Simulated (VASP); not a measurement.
# TiSn (Fm-3m) in VASP: a series of runs, part 2 of 2

VASP 6.6.1. Earlier steps stand in the parts before.

### Step 4. Single point, r2SCAN

File POSCAR:

```
TiSn
1.0
    0.0000000000      2.8005500000      2.8005500000
    2.8005500000      0.0000000000      2.8005500000
    2.8005500000      2.8005500000      0.0000000000
Ti Sn
1 1
Direct
    0.0000000000      0.0000000000      0.0000000000
    0.5000000000      0.5000000000      0.5000000000
```

File INCAR.step1:

```
PREC = Accurate ; ENCUT = 520
ISMEAR = -1 ; SIGMA = 0.05
LREAL = False ; LASPH = True
NELM = 60 ; NBANDS = 20
GGA = PE ; ALGO = Normal
EDIFF = 1E-4 ; LWAVE = True
LCHARG = False
```

File INCAR.step2:

```
PREC = Accurate ; ENCUT = 520
EDIFF = 1E-6 ; ISMEAR = -1
SIGMA = 0.05 ; LREAL = False
LASPH = True ; NELM = 60
ALGO = Normal ; ISIF = 2
LWAVE = False ; LCHARG = False
METAGGA = R2SCAN ; LMIXTAU = True
NBANDS = 20 ; ISTART = 1
```

File KPOINTS:

```
regular mesh
0
Gamma
  5 5 5
```

Potentials or basis: VASP PAW PBE potentials, release 64 (Ti_sv, Sn_d).

Launch:

```sh
$ cat potpaw_PBE.64/Ti_sv/POTCAR potpaw_PBE.64/Sn_d/POTCAR > POTCAR
$ cp INCAR.step1 INCAR
$ mpirun -np 1 vasp_std > vasp.out
$ cp INCAR.step2 INCAR
$ mpirun -np 1 vasp_std > vasp.out
```

OUTCAR:

```text
PREC = Accurate
   ENCUT = 520
   EDIFF = 1E-6
   ISMEAR = -1
   LREAL = False
   LASPH = True
   NELM = 60
   ISIF = 2
   METAGGA = R2SCAN
   ISTART = 1

 ion  position               nearest neighbor table
   1  0.000  0.000  0.000-   2 2.80   2 2.80   2 2.80   2 2.80   2 2.80   2 2.80
   2  0.500  0.500  0.500-   1 2.80   1 2.80   1 2.80   1 2.80   1 2.80   1 2.80

  LATTYP: Found a face centered cubic cell.
 ALAT       =     5.6011000000

  Lattice vectors:

 A1 = (   0.0000000000,   2.8005500000,   2.8005500000)
 A2 = (   2.8005500000,   0.0000000000,   2.8005500000)
 A3 = (   2.8005500000,   2.8005500000,   0.0000000000)

Analysis of symmetry for initial positions (statically):
=====================================================================
 Subroutine PRICEL returns:
 Original cell was already a primitive cell.

 Routine SETGRP: Setting up the symmetry group for a
 face centered cubic supercell.

 Subroutine GETGRP returns: Found 48 space group operations
 (whereof 48 operations were pure point group operations)
 out of a pool of 48 trial point group operations.

The static configuration has the point symmetry O_h .

Analysis of symmetry for dynamics (positions and initial velocities):
=====================================================================
 Subroutine PRICEL returns:
 Original cell was already a primitive cell.

 Routine SETGRP: Setting up the symmetry group for a
 face centered cubic supercell.

 Subroutine GETGRP returns: Found 48 space group operations
 (whereof 48 operations were pure point group operations)
 out of a pool of 48 trial point group operations.

The dynamic configuration has the point symmetry O_h .
[... 92 lines left out ...]
   POTIM  = 0.5000    time-step for ionic-motion
   TEBEG  =    0.0;   TEEND  =   0.0 temperature during run
   PSTRESS=    0.0 pullay stress
   NELECT =      26.0000    total number of electrons
   NUPDOWN=      -1.0000    fix difference up-down
   EMIN   =  10.00;   EMAX   =-10.00  energy-range for DOS
   EFERMI =   0.00;   METHOD = LEGACY
   ISMEAR =    -1;   SIGMA  =   0.05  broadening in eV -4-tet -1-fermi 0-gaus
   EFERMI_NEDOS =   21; number of points for ismear=-14 and -15
   IALGO  =     38    algorithm
   IMIX   =      4    mixing-type and parameters
     AMIX     =   0.40;   BMIX     =  1.00
     AMIX_MAG =   1.60;   BMIX_MAG =  1.00
  volume/ion in A,a.u.               =      21.96       148.23
  Fermi-wavevector in a.u.,A,eV,Ry     =   1.374504  2.597436 25.704953  1.889261
  Thomas-Fermi vector in A             =   2.499924
   LORBIT       =      0    0 simple, 1 ext, 2 COOP (PROOUT), +10 PAW based schemes
   METAGGA = R2SCAN    functional components
   LHFCALC =     F    Hartree Fock is set to
   AEXX    =    0.0000 exact exchange contribution
   IVDW    =     0    specifies the selected vdW correction
   LEPSILON=     F    determine dielectric tensor
   LRPA    =     F    only Hartree local field effects (RPA)
 non-spin polarized calculation
  energy-cutoff  :      520.00
  volume of cell :       43.93
 maximum number of plane-waves:      1243
 NGX is ok and might be reduce to    30
   NGX = 15   NGY = 15   NGZ = 15

 number of electron      26.0000014 magnetization

 Free energy of the ion-electron system (eV)
  ---------------------------------------------------
  ext. energy  EPLUGINS =         0.00000000
  ---------------------------------------------------
  free energy    TOTEN  =       -37.90587912 eV

  energy without entropy =      -37.89238032  energy(sigma->0) =      -37.89912972

 E-fermi :   8.1778     XC(G=0): -11.6776

 val. band max:        8.1546574455   @ k =   0.4000   0.4000   0.0000
 cond. band min:       8.4600705916   @ k =   0.0000   0.0000   0.0000
 fundamental gap:      0.3054131461
 Fermi energy:         8.1777977087

 k-point     1 :       0.0000    0.0000    0.0000
  band No.  band energies     occupation
      1     -51.5632      2.00000
      2     -26.7813      2.00000
      3     -26.7813      2.00000
      4     -26.7813      2.00000
      5     -13.3010      2.00000
      6     -13.3010      2.00000
[... 219 lines left out ...]
     19      16.5019      0.00000
     20      17.3205      0.00000

------------------------ aborting loop because EDIFF is reached ----------------------------------------

  FORCE on cell =-STRESS in cart. coord.  units (eV):
  Direction    XX          YY          ZZ          XY          YZ          ZX
  --------------------------------------------------------------------------------------
  -------------------------------------------------------------------------------------
  Total       -0.1926159     -0.1926159     -0.1926159     -0.0000000      0.0000000     -0.0000000
  in kB       -7.0249424     -7.0249424     -7.0249424     -0.0000000      0.0000000     -0.0000000
  external PRESSURE =      -7.0249424 kB  Pullay stress =       0.0000000 kB

 VOLUME and BASIS-vectors are now :
 -----------------------------------------------------------------------------
  energy-cutoff  :      520.00
  volume of cell :       43.93
      direct lattice vectors                 reciprocal lattice vectors
     0.000000000  2.800550000  2.800550000    -0.178536359  0.178536359  0.178536359
     2.800550000  0.000000000  2.800550000     0.178536359 -0.178536359  0.178536359
     2.800550000  2.800550000  0.000000000     0.178536359  0.178536359 -0.178536359

 POSITION                                       TOTAL-FORCE (eV/Angst)
 -----------------------------------------------------------------------------------
      0.00000      0.00000      0.00000         0.000000     -0.000000      0.000000
      2.80055      2.80055      2.80055        -0.000000      0.000000     -0.000000
 -----------------------------------------------------------------------------------
    total drift:                                0.000000      0.000000      0.000000

  FREE ENERGIE OF THE ION-ELECTRON SYSTEM (eV)
  ---------------------------------------------------
  free  energy   TOTEN  =       -37.9058791154 eV

  energy  without entropy=      -37.8923803208  energy(sigma->0) =      -37.89912972
```

OSZICAR.step1:

```text
N       E                     dE             d eps       ncg     rms          rms(c)
DAV:   1     0.231052373052E+03    0.23105E+03   -0.13473E+04   408   0.194E+03
DAV:   2     0.710231324879E+01   -0.22395E+03   -0.21980E+03   400   0.445E+02
DAV:   3    -0.129865428689E+02   -0.20089E+02   -0.19660E+02   476   0.129E+02
DAV:   4    -0.138756838358E+02   -0.88914E+00   -0.88610E+00   576   0.253E+01
DAV:   5    -0.138909321307E+02   -0.15248E-01   -0.15248E-01   488   0.287E+00    0.998E+00
DAV:   6    -0.122330912274E+02    0.16578E+01   -0.11906E+01   428   0.284E+01    0.527E+00
DAV:   7    -0.118126450186E+02    0.42045E+00   -0.33557E+00   440   0.167E+01    0.239E+00
DAV:   8    -0.118084869592E+02    0.41581E-02   -0.31878E-01   456   0.560E+00    0.117E+00
DAV:   9    -0.117885751678E+02    0.19912E-01   -0.94570E-02   440   0.288E+00    0.276E-01
DAV:  10    -0.117893865218E+02   -0.81135E-03   -0.61021E-03   536   0.842E-01    0.140E-01
DAV:  11    -0.117892168871E+02    0.16963E-03   -0.34693E-04   436   0.171E-01    0.543E-02
DAV:  12    -0.117892054610E+02    0.11426E-04   -0.47266E-05   252   0.509E-02
   1 F= -.11789205E+02 E0= -.11784008E+02  d E =-.103958E-01
```

It took 60 s on 1 thread of Intel Xeon Platinum 8259CL at 2.50GHz (Skylake/Cascade Lake), shared host; peak memory 0.17 GiB.

What came out:

```
Free energy            : -37.9059 eV
Pressure               : -0.7 GPa
Band gap on the k mesh : zero (band 13 reaches 8.46 eV, above the bottom of band 14 at 8.15 eV)
```

Caveat: the k points lie up to 0.39 Å⁻¹ apart; the PAW data sets were made with another functional, which shifts forces and pressure a little; spin-orbit coupling is left out, which moves the levels of the heavy elements.

### Step 5. Single point, PBE

This run uses another cell than the first one, of 21.53 Å³/atom, 0.980 times its volume.

File INCAR:

```
SYSTEM = TiSn
PREC = Accurate
ENCUT = 520
EDIFF = 1E-6
ISMEAR = -1
SIGMA = 0.05
LREAL = .FALSE.
LASPH = .TRUE.
NELM = 100
ALGO = Normal
ISIF = 2
LWAVE = .FALSE.
LCHARG = .FALSE.
GGA = PE
NBANDS = 20
```

File KPOINTS:

```
Automatic mesh
0
G
  8 8 8
  0 0 0
```

File POSCAR:

```
TiSn
1.0
    0.0000000000      2.7817537961      2.7817537961
    2.7817537961      0.0000000000      2.7817537961
    2.7817537961      2.7817537961      0.0000000000
Ti Sn
1 1
Direct
    0.0000000000      0.0000000000      0.0000000000
    0.5000000000      0.5000000000      0.5000000000
```

Launch:

```sh
$ cat potpaw_PBE.64/Ti_sv/POTCAR potpaw_PBE.64/Sn_d/POTCAR > POTCAR
$ mpirun -np 1 vasp_std > vasp.out
```

Run time: 26 s. Hardware: 1 thread of Intel Xeon Platinum 8488C (Sapphire Rapids), shared host; peak memory 0.18 GiB.

The run converged. Its results:

```yaml
Free_energy: -11.8018 eV
Pressure: 1.8 GPa
Band_gap_on_the_k_mesh: zero (band 13 reaches 8.62 eV, above the bottom of band 14 at 8.26 eV)
```

Levels at points of the mesh, in eV from the Fermi level:
```tsv
k point	band 10	band 11	band 12	band 13	band 14	band 15	band 16	band 17
(0.00, 0.00, 0.00)	-9.78	0.11	0.11	0.11	0.47	0.47	3.42	3.42
(0.50, 0.00, 0.00)	-7.07	-4.68	-1.47	-1.47	1.00	1.00	1.48	5.40
(0.50, 0.50, 0.00)	-6.99	-3.42	-1.01	0.20	0.20	0.89	1.34	1.34
```

Caveat: spin-orbit coupling is left out, which moves the levels of the heavy elements.

### Step 6. Overview

```csv
level,cell,k mesh,gap on the mesh (eV),pressure (GPa)
revPBE,"a = 3.961 Å, angles 60.0°, 2 atoms",5 × 5 × 5,none,1.6
BLYP,"a = 3.961 Å, angles 60.0°, 2 atoms",5 × 5 × 5,none,4.1
r2SCAN,"a = 3.961 Å, angles 60.0°, 2 atoms",5 × 5 × 5,none,-0.7
PBE,"a = 3.934 Å, angles 60.0°, 2 atoms",8 × 8 × 8,none,1.8
```

Alike in all rows: task single point; potentials or basis VASP PAW PBE potentials, release 64 (Ti_sv, Sn_d); no spin polarisation; cutoff (eV) 520; smearing fermi-dirac 0.05 eV.

Caveats: some runs use coarse meshes; spin-orbit coupling is left out, which moves the levels of the heavy elements; the PAW data sets were made with another functional, which shifts forces and pressure a little (some runs).

Total energies depend on the potentials used, so only differences within one code and one set of settings carry meaning.
